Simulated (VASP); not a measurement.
KF:

```
K F
1.0
     0.00000    2.65441    2.65441
     2.65441    0.00000    2.65441
     2.65441    2.65441    0.00000
K F
1 1
Direct
  0.00000 0.00000 0.00000
  0.50000 0.50000 0.50000
```

| Item | Value |
| --- | --- |
| Program | VASP 6.6.1 |
| Task | relaxation of cell and atoms |
| Functional | PBE |
| Potentials or basis | VASP PAW PBE potentials, release 64 (K_sv, F) |
| Cutoff | 600 eV |
| k mesh | 8 × 8 × 8 |
| Occupations | gaussian, width 0.02 eV |
| Spin | no spin polarisation |

At the start: pressure 2.1 GPa; volume 18.70 Å³/atom.

Question: How do energy, volume and symmetry change on relaxing?

Answer: Over 3 steps the energy falls by 7.6 meV/atom and the volume is 19.95 Å³/atom (+6.7 %); space group Fm-3m (No. 225, to 0.1 Å) before and after.

Step by step:
```csv
step,energy change (eV),largest force (eV/Å),pressure (GPa),volume (Å³)
1,0.0000,0.0000,2.13,37.41
2,-0.0125,0.0000,0.85,38.77
3,-0.0153,0.0000,-0.04,39.91
```

Final structure:
```cif
data_structure
_symmetry_space_group_name_H-M 'P 1'
_symmetry_Int_Tables_number 1
_cell_length_a 3.8357
_cell_length_b 3.8357
_cell_length_c 3.8357
_cell_angle_alpha 60.000
_cell_angle_beta 60.000
_cell_angle_gamma 60.000
_cell_volume 39.91
loop_
_atom_site_label
_atom_site_type_symbol
_atom_site_fract_x
_atom_site_fract_y
_atom_site_fract_z
_atom_site_occupancy
K1 K 0.00000 0.00000 0.00000 1
F1 F 0.50000 0.50000 0.50000 1
```
